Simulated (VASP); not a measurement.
Set up this calculation in VASP 6.6.1, as the native input.

* Task: single point
* Functional: LDA
* Potentials or basis: VASP PAW LDA potentials, release 64 (Ir)
* Cutoff: 520 eV
* k mesh: 13 × 13 × 13
* Occupations: fermi-dirac, width 0.1 eV
* Spin: no spin polarisation
* Dipole correction: no
* Further INCAR settings: ALGO = Normal; EDIFF = 1e-07; NBANDS = 16

The structure of Ir lies in POSCAR:

```
Ir
1.0
    0.0000000000      2.5206751641      2.5206751641
    2.5206751641      0.0000000000      2.5206751641
    2.5206751641      2.5206751641      0.0000000000
Ir
2
Direct
   -0.1250000000     -0.1250000000     -0.1250000000
    0.1250000000      0.1250000000      0.1250000000
```

This isn't the form of Ir at room conditions, which is fcc.

One way to write it, as run:

INCAR

```
ALGO     = Normal         # electronic algorithm
EDIFF    = 1E-7           # SCF threshold, eV
ENCUT    = 520            # plane-wave cutoff, eV
ISIF     = 2              # what is computed and relaxed
ISMEAR   = -1             # smearing method
LASPH    = T              # aspherical terms in the spheres
LCHARG   = F              # write CHGCAR
LREAL    = F              # projectors in reciprocal space
LWAVE    = F              # write WAVECAR
NBANDS   = 16             # bands
NELM     = 80             # most SCF steps
PREC     = Accurate       # precision mode
SIGMA    = 0.1            # smearing width, eV
```

KPOINTS

```
k-points
0
Gamma
  13 13 13
```

Potentials or basis: VASP PAW LDA potentials, release 64 (Ir).

Command:

```bash
$ cat potpaw_LDA.64/Ir/POTCAR > POTCAR
$ mpirun -np 1 vasp_std > vasp.out
```

Results of the run:

* Pressure: 92.9 GPa
* Band gap on the k mesh: zero (bands 9 and 10 overlap by 2.49 eV)

Caveat: the cell stands under pressure; spin-orbit coupling is left out, which moves the levels of the heavy elements.

Run time: 31 s on 1 thread of AMD EPYC 7R13 Processor (Zen 3) (shared host), peak memory 0.14 GiB.
